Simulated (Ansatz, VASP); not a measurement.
# Two plane-wave programs on Mg

```
Mg
1.0
    -1.77276    1.77276    1.77276
     1.77276   -1.77276    1.77276
     1.77276    1.77276   -1.77276
Mg
1
Direct
  0.00000 0.00000 0.00000
```

Alike in both runs: task electric field gradients; functional r2SCAN; k mesh 14 × 14 × 14; occupations fermi-dirac, width 0.08 eV; no spin polarisation.

```csv
,VASP,Ansatz
version,VASP 6.6.1,Ansatz 0.2.0
potentials or method,"VASP PAW PBE potentials, release 64 (Mg)","PAW with Ansatz's default frozen-core files, scalar-relativistic"
plane-wave cutoff (eV),520,500
valence electrons in the cell,2,10
```

VASP gave:

```
pressure (GPa) : 0.2
```

Question: Estimate Ansatz's values.

Answer: Pressure (GPa): 0.5.

VASP's potentials were made for PBE, not for r2SCAN. VASP's potentials hold 2 valence electrons a cell and Ansatz's 10, so a difference there can come from the potentials and not from the codes.
